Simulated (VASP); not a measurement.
# AlN (F-43m) in VASP: notebook, part 2 of 2

VASP 6.6.1.

### Step 4. Vibrations by perturbation theory, PBE

The input, INCAR:

```
PREC     = Accurate       # precision mode
ENCUT    = 520            # plane-wave cutoff, eV
EDIFF    = 1E-8           # SCF threshold, eV
ISMEAR   = 0              # smearing method
SIGMA    = 0.01           # smearing width, eV
LREAL    = False          # projectors in reciprocal space
LASPH    = True           # aspherical terms in the spheres
NELM     = 80             # most SCF steps
ALGO     = Normal         # electronic algorithm
ISIF     = 2              # what is computed and relaxed
LWAVE    = False          # write WAVECAR
LCHARG   = False          # write CHGCAR
GGA      = PE             # functional
NBANDS   = 11             # bands
IBRION   = 8              # ionic algorithm
NSW      = 1              # ionic steps
LEPSILON = True           # dielectric tensor by DFPT
```

The input, KPOINTS:

```
Automatic mesh
0
Gamma
  7 7 7
```

The input, POSCAR:

```
AlN
1.0
    0.0000000000      2.1839935596      2.1839935596
    2.1839935596      0.0000000000      2.1839935596
    2.1839935596      2.1839935596      0.0000000000
Al N
1 1
Direct
    0.0000000000      0.0000000000      0.0000000000
    0.2500000000      0.2500000000      0.2500000000
```

Potentials or basis: VASP PAW PBE potentials, release 64 (Al, N).

Launch:

```console
cat potpaw_PBE.64/Al/POTCAR potpaw_PBE.64/N/POTCAR > POTCAR
mpirun -np 1 vasp_std > vasp.out
```

OUTCAR:

```text
PREC = Accurate
   ENCUT = 520
   EDIFF = 1E-8
   ISMEAR = 0
   LREAL = False
   LASPH = True
   NELM = 80
   ISIF = 2
   GGA = PE
   IBRION = 8
   NSW = 1
   LEPSILON = True

 ion  position               nearest neighbor table
   1  0.000  0.000  0.000-   2 1.89   2 1.89   2 1.89   2 1.89
   2  0.250  0.250  0.250-   1 1.89   1 1.89   1 1.89   1 1.89

  LATTYP: Found a face centered cubic cell.
 ALAT       =     4.3679871192

  Lattice vectors:

 A1 = (   0.0000000000,   2.1839935596,   2.1839935596)
 A2 = (   2.1839935596,   0.0000000000,   2.1839935596)
 A3 = (   2.1839935596,   2.1839935596,   0.0000000000)

Analysis of symmetry for initial positions (statically):
=====================================================================
 Subroutine PRICEL returns:
 Original cell was already a primitive cell.

 Routine SETGRP: Setting up the symmetry group for a
 face centered cubic supercell.

 Subroutine GETGRP returns: Found 24 space group operations
 (whereof 24 operations were pure point group operations)
 out of a pool of 48 trial point group operations.

The static configuration has the point symmetry T_d .

Analysis of symmetry for dynamics (positions and initial velocities):
=====================================================================
 Subroutine PRICEL returns:
 Original cell was already a primitive cell.

 Routine SETGRP: Setting up the symmetry group for a
 face centered cubic supercell.

 Subroutine GETGRP returns: Found 24 space group operations
[... 531 lines left out ...]
          XX          YY          ZZ          XY          YZ          ZX
  --------------------------------------------------------------------------------
  x     0.00000    -0.00000     0.00000     0.00000    -0.62076     0.00000
  y    -0.00000     0.00000    -0.00000     0.00000     0.00000    -0.62076
  z    -0.00000    -0.00000    -0.00000    -0.62076     0.00000     0.00000

 BORN EFFECTIVE CHARGES (including local field effects) (in |e|, cummulative output)
 ---------------------------------------------------------------------------------
 ion    1
    1     2.53701    -0.00000     0.00000
    2     0.00000     2.53701    -0.00000
    3    -0.00000     0.00000     2.53701
 ion    2
    1    -2.53701     0.00000    -0.00000
    2    -0.00000    -2.53701     0.00000
    3     0.00000     0.00000    -2.53701

 INTERNAL STRAIN TENSOR FOR ION    2 for displacements in x,y,z  (eV/Angst):
          X           Y           Z          XY          YZ          ZX
  --------------------------------------------------------------------------------
  x     0.00000     0.00000     0.00000     0.00000    -9.26542     0.00000
  y     0.00000     0.00000     0.00000     0.00000     0.00000    -9.26542
  z     0.00000     0.00000     0.00000    -9.26542     0.00000     0.00000

 SECOND DERIVATIVES (NOT SYMMETRIZED)
 ------------------------------------
               1X          1Y          1Z          2X          2Y          2Z
  1X   -14.684421    0.000000    0.000000   14.684421    0.000000    0.000000
  1Y     0.000000  -14.684421    0.000000    0.000000   14.684421    0.000000
  1Z     0.000000    0.000000  -14.684421    0.000000    0.000000   14.684421
  2X    14.684298    0.000000    0.000000  -14.684298    0.000000    0.000000
  2Y     0.000000   14.684298    0.000000    0.000000  -14.684298    0.000000
  2Z     0.000000    0.000000   14.684298    0.000000    0.000000  -14.684298

 Eigenvectors and eigenvalues of the dynamical matrix
 ----------------------------------------------------

   1 f  =   19.731767 THz   123.978346 2PiTHz  658.180886 cm-1    81.603993 meV
             X         Y         Z           dx          dy          dz
      0.000000  0.000000  0.000000     0.000000    0.584500    0.000000
      1.091997  1.091997  1.091997     0.000000   -0.811394    0.000000
[... 21 lines left out ...]
   6 f/i=    0.000039 THz     0.000247 2PiTHz    0.001310 cm-1     0.000162 meV
             X         Y         Z           dx          dy          dz
      0.000000  0.000000  0.000000     0.000000    0.000000    0.811394
      1.091997  1.091997  1.091997     0.000000    0.000000    0.584500

--------------------------------------------------------------------------------------------------------

 MACROSCOPIC STATIC DIELECTRIC TENSOR IONIC CONTRIBUTION
 ------------------------------------------------------
           3.806907    -0.000000    -0.000000
          -0.000000     3.806907    -0.000000
          -0.000000    -0.000000     3.806907
 ------------------------------------------------------

 ELASTIC MODULI CONTR FROM IONIC RELAXATION (kBar)
 Direction    XX          YY          ZZ          XY          YZ          ZX
 --------------------------------------------------------------------------------
 XX          -0.0000      0.0000      0.0000      0.0000     -0.0000      0.0000
 YY           0.0000     -0.0000      0.0000      0.0000      0.0000     -0.0000
 ZZ           0.0000      0.0000     -0.0000     -0.0000      0.0000      0.0000
 XY           0.0000      0.0000     -0.0000   -428.6393      0.0000      0.0000
 YZ          -0.0000      0.0000      0.0000      0.0000   -428.6393      0.0000
 ZX           0.0000     -0.0000      0.0000      0.0000      0.0000   -428.6393
 --------------------------------------------------------------------------------

 PIEZOELECTRIC TENSOR IONIC CONTR  for field in x, y, z        (C/m^2)
          XX          YY          ZZ          XY          YZ          ZX
  --------------------------------------------------------------------------------
  x     0.00000    -0.00000    -0.00000     0.00000     1.20200    -0.00000
  y    -0.00000     0.00000    -0.00000    -0.00000     0.00000     1.20200
  z    -0.00000    -0.00000     0.00000     1.20200    -0.00000    -0.00000
```

stdout:

```text
POSCAR found type information on POSCAR AlN
 POSCAR found :  2 types and       2 ions
 scaLAPACK will be used
 LDA part: xc-table for (Slater+PW92), standard interpolation
 POSCAR, INCAR and KPOINTS ok, starting setup
 FFT: planning ... GRIDC
 FFT: planning ... GRID_SOFT
 FFT: planning ... GRID
 WAVECAR not read
 entering main loop
[... 23 lines left out ...]
  Direction:   3
 dielectric tensor                  component  3 :     0.554     0.674     4.616
 Linear response DOF=           2
 Linear response progress:
 first order change of Fermi-energy   0.10959E+02
 force on displaced ion       1 direction 1 : -14.684   0.000   0.000
 Born effective charge ion    1 direction 1 :   2.532   0.000   0.000
 Linear response progress:
 first order change of Fermi-energy  -0.10959E+02
 force on displaced ion       2 direction 1 : -14.684   0.000   0.000
 Born effective charge ion    2 direction 1 :  -2.543   0.000   0.000
 Born effective charges drift removed
 Linear response finished
```

Wall time 62 s (1 thread of Intel Xeon 6975P-C, shared host); peak memory 0.16 GiB.

Results:

- Electronic dielectric tensor (diagonal): 4.62
- Born charges (mean of the diagonal): Al +2.54; N -2.54 e
- Highest phonon frequency at Γ, LO-TO splitting left out: 658 cm⁻¹

Phonon frequencies in cm⁻¹ (negative: imaginary):
| q point | frequencies |
| --- | --- |
| (0.000, 0.000, 0.000) | 0 0 0 658 658 658 |

Electronic dielectric tensor:
```
4.62 0.00 0.00
0.00 4.62 0.00
0.00 0.00 4.62
```

Born effective charge tensors (e):
atom 1, Al
```
2.54 0.00 0.00
0.00 2.54 0.00
0.00 0.00 2.54
```
atom 2, N
```
-2.54  0.00  0.00
 0.00 -2.54  0.00
 0.00  0.00 -2.54
```

Caveat: the cell wasn't relaxed at this level first, which shifts response properties.

### Step 5. Dielectric tensor, LDA

The input, INCAR:

```
PREC = Accurate
ENCUT = 520
EDIFF = 1E-8
ISMEAR = 0
SIGMA = 0.01
LREAL = F
LASPH = T
NELM = 60
ALGO = Normal
ISIF = 2
LWAVE = F
LCHARG = F
GGA = CA
LEPSILON = T
```

The input, KPOINTS:

```
regular mesh
0
Gamma
  10 10 10
```

POSCAR is that of step 4.

Potentials or basis: VASP PAW LDA potentials, release 64 (Al, N).

Launch:

```console
cat potpaw_LDA.64/Al/POTCAR potpaw_LDA.64/N/POTCAR > POTCAR
mpirun -np 1 vasp_std > vasp.out
```

OUTCAR:

```text
PREC = Accurate
   ENCUT = 520
   EDIFF = 1E-8
   ISMEAR = 0
   LREAL = F
   LASPH = T
   NELM = 60
   ISIF = 2
   GGA = CA
   LEPSILON = T

 ion  position               nearest neighbor table
   1  0.000  0.000  0.000-   2 1.89   2 1.89   2 1.89   2 1.89
   2  0.250  0.250  0.250-   1 1.89   1 1.89   1 1.89   1 1.89

  LATTYP: Found a face centered cubic cell.
 ALAT       =     4.3679871192

  Lattice vectors:

 A1 = (   0.0000000000,   2.1839935596,   2.1839935596)
 A2 = (   2.1839935596,   0.0000000000,   2.1839935596)
 A3 = (   2.1839935596,   2.1839935596,   0.0000000000)

Analysis of symmetry for initial positions (statically):
=====================================================================
 Subroutine PRICEL returns:
 Original cell was already a primitive cell.

 Routine SETGRP: Setting up the symmetry group for a
 face centered cubic supercell.

 Subroutine GETGRP returns: Found 24 space group operations
 (whereof 24 operations were pure point group operations)
 out of a pool of 48 trial point group operations.

The static configuration has the point symmetry T_d .

Analysis of symmetry for dynamics (positions and initial velocities):
=====================================================================
 Subroutine PRICEL returns:
 Original cell was already a primitive cell.

 Routine SETGRP: Setting up the symmetry group for a
 face centered cubic supercell.

 Subroutine GETGRP returns: Found 24 space group operations
 (whereof 24 operations were pure point group operations)
 out of a pool of 48 trial point group operations.

The dynamic configuration has the point symmetry T_d .

 Subroutine INISYM returns: Found 24 space group operations
 (whereof 24 operations are pure point group operations),
[... 440 lines left out ...]

 HEAD OF MICROSCOPIC STATIC DIELECTRIC TENSOR (INDEPENDENT PARTICLE, excluding Hartree and local field effects)
 ------------------------------------------------------
           4.798237    -0.000000    -0.000000
           0.000000     4.798237     0.000000
          -0.000000     0.000000     4.798237
 ------------------------------------------------------

 Free energy of the ion-electron system (eV)
  ---------------------------------------------------
  ---------------------------------------------------
  free energy    TOTEN  =        -0.22009679 eV

  energy without entropy =       -0.22009679

------------------------ aborting loop because EDIFF is reached ----------------------------------------

--------------------------------------- Ionic step        2  -------------------------------------------

------------------------ aborting loop because EDIFF is reached ----------------------------------------

--------------------------------------- Ionic step        3  -------------------------------------------

 Free energy of the ion-electron system (eV)
  ---------------------------------------------------
  ---------------------------------------------------
  free energy    TOTEN  =        -0.22009681 eV

  energy without entropy =       -0.22009681

------------------------ aborting loop because EDIFF is reached ----------------------------------------

 PIEZOELECTRIC TENSOR FIELD DIRECTION 3  (e Angst)
 -----------------------------------------------------------------------------
    -0.00044 -0.80156  0.00000           ( -0.00000 -0.00907  0.00000)
    -0.80156 -0.00044  0.00000           ( -0.00907 -0.00000  0.00000)
     0.00000  0.00000  0.00042           (  0.00000  0.00000 -0.00000)

 PIEZOELECTRIC TENSOR FIELD DIRECTION 3  (C/m^2)
 -----------------------------------------------------------------------------
    -0.00034 -0.61640  0.00000
    -0.61640 -0.00034  0.00000
     0.00000  0.00000  0.00032

 MACROSCOPIC STATIC DIELECTRIC TENSOR (including local field effects in DFT)
 ------------------------------------------------------
           4.571320    -0.000000     0.000000
           0.000000     4.571320     0.000000
          -0.000000    -0.000000     4.571320
 ------------------------------------------------------

 PIEZOELECTRIC TENSOR (including local field effects)  for field in x, y, z        (e  Angst)
          XX          YY          ZZ          XY          YZ          ZX
  --------------------------------------------------------------------------------
  x     0.00000     0.00000    -0.00000     0.00000    -0.80119     0.00000
  y     0.00000     0.00000     0.00000     0.00000     0.00000    -0.80119
  z     0.00000    -0.00000    -0.00000    -0.80119     0.00000     0.00000

 PIEZOELECTRIC TENSOR (including local field effects)  for field in x, y, z        (C/m^2)
          XX          YY          ZZ          XY          YZ          ZX
  --------------------------------------------------------------------------------
  x     0.00000     0.00000    -0.00000     0.00000    -0.61611     0.00000
  y     0.00000     0.00000     0.00000     0.00000     0.00000    -0.61611
  z     0.00000    -0.00000    -0.00000    -0.61611     0.00000     0.00000

 BORN EFFECTIVE CHARGES (including local field effects) (in |e|, cummulative output)
 ---------------------------------------------------------------------------------
 ion    1
    1     2.53228    -0.00000    -0.00000
    2     0.00000     2.53228    -0.00000
    3    -0.00000     0.00000     2.53228
 ion    2
    1    -2.53228     0.00000     0.00000
    2    -0.00000    -2.53228     0.00000
    3     0.00000     0.00000    -2.53228
```

OSZICAR:

```text
N       E                     dE             d eps       ncg     rms          rms(c)
DAV:   1     0.814653142356E+01    0.81465E+01   -0.42079E+03   816   0.843E+02
DAV:   2    -0.184630660672E+02   -0.26610E+02   -0.25339E+02  1000   0.128E+02
DAV:   3    -0.188996675336E+02   -0.43660E+00   -0.43660E+00   888   0.208E+01
[... 14 lines left out ...]
RMM:   3    -0.211887126608E+00    0.67551E-02   -0.37962E-03  4318   0.480E-01    0.404E-01
RMM:   4    -0.218843054499E+00   -0.69559E-02   -0.54737E-03  4317   0.590E-01    0.507E-02
RMM:   5    -0.219952958889E+00   -0.11099E-02   -0.96137E-05  4634   0.947E-02    0.898E-03
RMM:   6    -0.220061590499E+00   -0.10863E-03   -0.81467E-07  4807   0.888E-03    0.373E-03
RMM:   7    -0.220094653163E+00   -0.33063E-04   -0.96025E-08  4766   0.285E-03    0.246E-04
RMM:   8    -0.220096831051E+00   -0.21779E-05   -0.25793E-09  4652   0.258E-04    0.122E-04
RMM:   9    -0.220096807967E+00    0.23084E-07   -0.78797E-10  3590   0.806E-05    0.416E-06
```

Wall time 53 s (1 thread of Intel Xeon 6975P-C, shared host); peak memory 0.19 GiB.

What came out:

```
Band gap on the k mesh                  : 3.22 eV, indirect (least direct gap 4.23 eV)
Electronic dielectric tensor (diagonal) : 4.57
Born charges (mean of the diagonal)     : Al +2.53; N -2.53 e
```

Levels at points of the mesh, in eV from the valence-band top:
| k point | band 2 | band 3 | band 4 | band 5 | band 6 | band 7 |
| --- | --- | --- | --- | --- | --- | --- |
| (0.00, 0.00, 0.00) | 0.00 | 0.00 | 0.00 | 4.23 | 12.33 | 12.33 |
| (0.50, 0.00, 0.00) | -5.91 | -0.49 | -0.49 | 7.27 | 9.77 | 10.96 |
| (0.50, 0.50, 0.00) | -4.96 | -1.79 | -1.79 | 3.22 | 8.41 | 13.75 |

Electronic dielectric tensor:
```
4.57 0.00 0.00
0.00 4.57 0.00
0.00 0.00 4.57
```

Born effective charge tensors (e):
atom 1, Al
```
2.53 0.00 0.00
0.00 2.53 0.00
0.00 0.00 2.53
```
atom 2, N
```
-2.53  0.00  0.00
 0.00 -2.53  0.00
 0.00  0.00 -2.53
```

A k mesh can miss the band edges. A hybrid or GW would open this gap; LDA tends to underestimate it.

### Step 6. Elastic constants, PBEsol

The input, INCAR:

```
ALGO = Normal ; EDIFF = 1E-8
ENCUT = 600 ; GGA = PS
IBRION = 6 ; ISIF = 3
ISMEAR = 0 ; LASPH = True
LCHARG = False ; LREAL = False
LWAVE = False ; NBANDS = 11
NELM = 80 ; NFREE = 2
NSW = 1 ; POTIM = 0.015
PREC = Accurate ; SIGMA = 0.01
```

The input, KPOINTS:

```
k-points
0
Gamma
  7 7 7
```

POSCAR is that of step 5.

Potentials or basis: VASP PAW PBE potentials, release 64 (Al, N).

Launch:

```console
cat potpaw_PBE.64/Al/POTCAR potpaw_PBE.64/N/POTCAR > POTCAR
mpirun -np 1 vasp_std > vasp.out
```

It took 3.5 min on 1 thread of Intel Xeon 6975P-C, shared host; peak memory 0.19 GiB.

Results (log left out):

- Elastic constants C11, C12, C44: 290, 163, 181 GPa
- Voigt bulk modulus: 205 GPa
- Highest phonon frequency at Γ, LO-TO splitting left out: 658 cm⁻¹

Phonon frequencies in cm⁻¹ (negative: imaginary):
```tsv
q point	frequencies
(0.000, 0.000, 0.000)	0 0 0 658 658 658
```

Elastic tensor in Voigt notation (GPa, in the Cartesian axes of the cell as first typed):
```
290 163 163   0   0   0
163 290 163   0   0   0
163 163 290   0   0   0
  0   0   0 181   0   0
  0   0   0   0 181   0
  0   0   0   0   0 181
```

Clamped-ion elastic tensor (GPa):
```
290 163 163   0   0   0
163 290 163   0   0   0
163 163 290   0   0   0
  0   0   0 227   0   0
  0   0   0   0 227   0
  0   0   0   0   0 227
```

Caveat: the cell is under stress, which shifts elastic constants; the PAW data sets were made with another functional, which shifts forces and pressure a little.
